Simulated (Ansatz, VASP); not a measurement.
Ga4As4N in VASP and in Ansatz

INCAR

```
SYSTEM = Ga4As4N
ALGO = Normal ; DIPOL = 0.5 0.5 0.299
EDIFF = 1E-6 ; ENCUT = 520
GGA = PE ; IDIPOL = 3
ISIF = 2 ; ISMEAR = 0
IVDW = 12 ; LASPH = .True.
LCHARG = .False. ; LDIPOL = .True.
LREAL = Auto ; LWAVE = .False.
NBANDS = 92 ; NELM = 100
PREC = Accurate ; SIGMA = 0.05
```

The input KPOINTS:

```
k-points
0
Gamma
  6 6 1
  0 0 0
```

POSCAR

```
Ga4As4N
1.0
    8.0267120225      0.0000000000      0.0000000000
   -4.0133560112      6.9513365203      0.0000000000
    0.0000000000      0.0000000000     22.6407100769
As Ga N
8 8 2
Direct
    0.0000000000      0.0000000000      0.1766729041
    0.0000000000      0.5000000000      0.1766729041
    0.5000000000      0.0000000000      0.1766729041
    0.5000000000      0.5000000000      0.1766729041
    0.1666666667      0.3333333333      0.3302634061
    0.1666666667      0.8333333333      0.3302634061
    0.6666666667      0.3333333333      0.3302634061
    0.6666666667      0.8333333333      0.3302634061
    0.1666666667      0.3333333333      0.2128565248
    0.1666666667      0.8333333333      0.2128565248
    0.6666666667      0.3333333333      0.2128565248
    0.6666666667      0.8333333333      0.2128565248
    0.3333333333      0.1666666667      0.3595607227
    0.3333333333      0.6666666667      0.3595607227
    0.8333333333      0.1666666667      0.3595607227
    0.8333333333      0.6666666667      0.3595607227
    0.6666666667      0.3333333333      0.5097326911
    0.6666666667      0.3333333333      0.5583177398
```

Input for Ansatz:

```yaml
crystal:
  lattice:
    - [8.0267120225, 0.0, 0.0]
    - [-4.0133560112, 6.9513365203, 0.0]
    - [0.0, 0.0, 22.6407100769]
  atoms:
    - { symbol: As, position: [0.0, 0.0, 0.1766729041] }
    - { symbol: As, position: [0.0, 0.5, 0.1766729041] }
    - { symbol: As, position: [0.5, 0.0, 0.1766729041] }
    - { symbol: As, position: [0.5, 0.5, 0.1766729041] }
    - { symbol: Ga, position: [0.1666666667, 0.3333333333, 0.2128565248] }
    - { symbol: Ga, position: [0.1666666667, 0.8333333333, 0.2128565248] }
    - { symbol: Ga, position: [0.6666666667, 0.3333333333, 0.2128565248] }
    - { symbol: Ga, position: [0.6666666667, 0.8333333333, 0.2128565248] }
    - { symbol: As, position: [0.1666666667, 0.3333333333, 0.3302634061] }
    - { symbol: As, position: [0.1666666667, 0.8333333333, 0.3302634061] }
    - { symbol: As, position: [0.6666666667, 0.3333333333, 0.3302634061] }
    - { symbol: As, position: [0.6666666667, 0.8333333333, 0.3302634061] }
    - { symbol: Ga, position: [0.3333333333, 0.1666666667, 0.3595607227] }
    - { symbol: Ga, position: [0.3333333333, 0.6666666667, 0.3595607227] }
    - { symbol: Ga, position: [0.8333333333, 0.1666666667, 0.3595607227] }
    - { symbol: Ga, position: [0.8333333333, 0.6666666667, 0.3595607227] }
    - { symbol: "N", position: [0.6666666667, 0.3333333333, 0.5097326911] }
    - { symbol: "N", position: [0.6666666667, 0.3333333333, 0.5583177398] }
basis:
  ecutwfc: 420
kpoints:
  mp_grid: { grid: [6, 6, 1] }
hamiltonian:
  xc: pbe
  dispersion: d3bj
scf:
  occupations: { method: gaussian, width: 0.05 }
output:
  forces: true
  eigenvalues: true
efield:
  axis: 3
  dipole_correction: true
  ramp_width: 0.04
```

Alike in both runs: task single point; functional PBE; dispersion D3(BJ); k mesh 6 × 6 × 1; occupations gaussian, width 0.05 eV; no spin polarisation.

|  | VASP | Ansatz |
| --- | --- | --- |
| version | VASP 6.6.1 | Ansatz 0.2.0 |
| potentials or method | VASP PAW PBE potentials, release 64 (As, Ga_d, N), cutoff 520 eV | scalar-relativistic, plane waves, PAW |
| valence electrons in the cell | 154 | 234 |

```csv
,VASP,Ansatz,Ansatz less VASP
gap on the k mesh at the Fermi level (eV),0.03,0.03,0.000
least direct gap on the mesh (eV),0.07,0.07,+0.001
rms of the force components (eV/Å),0.450,0.198,-0.2519
```

One of these differences is far larger than is usual between the two programs; its cause wasn't traced. VASP's potentials hold 154 valence electrons a cell and Ansatz's 234, so a difference there can come from the potentials and not from the codes.

Noted on VASP's run: the standard files for N, O and F lose accuracy on very short bonds.
